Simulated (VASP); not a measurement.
Write the native input for VASP 6.6.1 that does the following.

- Task: single point
- Functional: PBE
- Potentials or basis: VASP PAW PBE potentials, release 64 (Si)
- Cutoff: 520 eV
- k mesh: 12 × 12 × 10
- Occupations: fermi-dirac, width 0.05 eV
- Spin: no spin polarisation
- Dipole correction: no
- Further INCAR settings: ALGO = Normal; EDIFF = 1e-06; NBANDS = 26

The structure of Si lies in POSCAR:

```
Si
1.0
    3.9600000000     -2.3793000000      0.0000000000
    3.9600000000      2.3793000000      0.0000000000
    0.0000000000      0.0000000000      4.8308220000
Si
8
Direct
    0.8275621913      0.1724378087      0.3243330998
    0.6724378087      0.3275621913      0.8243330998
    0.1724378087      0.8275621913      0.6756669002
    0.3275621913      0.6724378087      0.1756669002
    0.2177193769      0.2177193769      0.0000000000
    0.2822806231      0.2822806231      0.5000000000
    0.7822806231      0.7822806231      0.0000000000
    0.7177193769      0.7177193769      0.5000000000
```

This cell differs from its parent crystal: z stretched by +2 %, then relaxed in part.

One way to write it, as run:

INCAR

```
PREC = Accurate
ENCUT = 520
EDIFF = 1E-6
ISMEAR = -1
SIGMA = 0.05
LREAL = F
LASPH = T
NELM = 100
ALGO = Normal
ISIF = 2
LWAVE = F
LCHARG = F
GGA = PE
NBANDS = 26
```

KPOINTS

```
Automatic mesh
0
Gamma
  12 12 10
```

Potentials or basis: VASP PAW PBE potentials, release 64 (Si).

Command:

```bash
$ cat potpaw_PBE.64/Si/POTCAR > POTCAR
$ mpirun -np 1 vasp_std > vasp.out
```

It gave:

```
Pressure               : 39.6 GPa
Largest force          : 0.004 eV/Å
Band gap on the k mesh : zero (bands 16 and 17 overlap by 4.13 eV)
```

Caveat: the cell differs from its parent crystal (z stretched by +2 %, then relaxed in part); the stress differs along the axes, from 36 to 42 GPa.

Wall time 13 min on 1 thread of Intel Xeon 8259CL, with other jobs on the host, peak memory 0.49 GiB.
